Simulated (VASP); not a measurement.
Wanted: the native input for a VASP 6.6.1 run.

| Item | Value |
| --- | --- |
| Task | single point |
| Functional | PBE |
| Potentials or basis | VASP PAW PBE potentials, release 64 (Ti_sv) |
| Cutoff | 520 eV |
| k mesh | 22 × 22 × 22 |
| Occupations | fermi-dirac, width 0.1 eV |
| Spin | no spin polarisation |
| Dipole correction | no |
| Further INCAR settings | ALGO = Normal; EDIFF = 1e-06; NBANDS = 12 |

The structure of Ti lies in POSCAR:

```
Ti
1.0
    0.0000000000      1.9718406814      1.9718406814
    1.9718406814      0.0000000000      1.9718406814
    1.9718406814      1.9718406814      0.0000000000
Ti
1
Direct
    0.0000000000      0.0000000000      0.0000000000
```

This cell differs from its parent crystal: volume scaled by 0.88.

The input as run:

INCAR

```
SYSTEM = Ti
PREC = Accurate ; ENCUT = 520
EDIFF = 1E-6 ; ISMEAR = -1
SIGMA = 0.1 ; LREAL = .False.
LASPH = .True. ; NELM = 100
ALGO = Normal ; ISIF = 2
LWAVE = .False. ; LCHARG = .False.
GGA = PE ; NBANDS = 12
```

KPOINTS

```
regular mesh
0
Gamma
  22 22 22
  0 0 0
```

Potentials or basis: VASP PAW PBE potentials, release 64 (Ti_sv).

Launch:

```bash
$ cat potpaw_PBE.64/Ti_sv/POTCAR > POTCAR
$ mpirun -np 1 vasp_std > vasp.out
```

Results of the run:

The pressure is 16.5 GPa and the band gap on the k mesh is zero (band 6 reaches 10.56 eV, above the bottom of band 7 at 9.04 eV).

Run time: 27 s on 1 thread of Intel(R) Xeon(R) 6975P-C (Granite Rapids) (shared host), peak memory 0.18 GiB.
